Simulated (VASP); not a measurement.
ScSi2O3, 6 atoms in the cell. Symmetry: P-62m, No. 189, hexagonal system. Conventional cell: a = 4.212 Å, b = 4.212 Å, c = 5.705 Å, α = 90.00°, β = 90.00°, γ = 120.00°. Sc (site symmetry -62m) has 3 O at 1.74 Å within 2.3 Å. Si (site symmetry -6) has 3 O at 1.27 Å within 1.7 Å. O (site symmetry m2m) has 2 Si at 1.27 Å within 1.7 Å. 

| Quantity | Value |
| --- | --- |
| Program | VASP 6.6.1 |
| Task | relaxation of cell and atoms |
| Functional | PBE |
| Potentials or basis | VASP PAW PBE potentials, release 64 (Sc_sv, Si, O) |
| Cutoff | 600 eV |
| k mesh | 6 × 6 × 4 |
| Occupations | gaussian, width 0.1 eV |
| Spin | no spin polarisation |
| Dipole correction | no |
| Further INCAR settings | ALGO = Normal; EDIFF = 1e-06; IBRION = 2; EDIFFG = -0.04; NSW = 90; ISIF = 3 |

Potentials or basis: VASP PAW PBE potentials, release 64 (Sc_sv, Si, O).

Launch:

```console
$ cat potpaw_PBE.64/Sc_sv/POTCAR potpaw_PBE.64/Si/POTCAR potpaw_PBE.64/O/POTCAR > POTCAR
$ mpirun -np 1 vasp_std > vasp.out
```

Hardware: 1 thread of Intel(R) Xeon(R) 6975P-C (Granite Rapids), with other jobs on the host.

**Question.** How long does it take, and how much memory?

**Answer.** It took 16 min on 1 thread of Intel(R) Xeon(R) 6975P-C (Granite Rapids), with other jobs on the host, peak memory 0.28 GiB. Counts: scf iterations 487, k points 21, ion steps 42.
